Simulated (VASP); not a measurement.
Here is a VASP 6.6.1 calculation.

INCAR

```
SYSTEM = BP
PREC = Accurate
ENCUT = 500
EDIFF = 1E-6
ISMEAR = 0
SIGMA = 0.02
LREAL = .False.
LASPH = .True.
NELM = 120
ALGO = Normal
ISIF = 2
LWAVE = .False.
LCHARG = .False.
GGA = PE
NBANDS = 11
GGA_COMPAT = .False.
```

KPOINTS

```
Automatic mesh
0
Gamma
  10 10 10
  0 0 0
```

The input POSCAR:

```
BP
1.0
    0.0000000000      2.2741353607      2.2741353607
    2.2741353607      0.0000000000      2.2741353607
    2.2741353607      2.2741353607      0.0000000000
B P
1 1
Direct
    0.0000000000      0.0000000000      0.0000000000
    0.2500000000      0.2500000000      0.2500000000
```

Potentials or basis: VASP PAW PBE potentials, release 64 (B, P).

Command:

```console
$ cat potpaw_PBE.64/B/POTCAR potpaw_PBE.64/P/POTCAR > POTCAR
$ mpirun -np 1 vasp_std > vasp.out
```

**Question.** What does it give for the band gap on the k mesh?

**Answer.** 1.25 eV, indirect (least direct gap 3.39 eV).

**Question.** Predict the pressure.

**Answer.** -0.2 GPa.

A k mesh can miss the band edges. A hybrid or GW would open this gap; PBE tends to underestimate it.
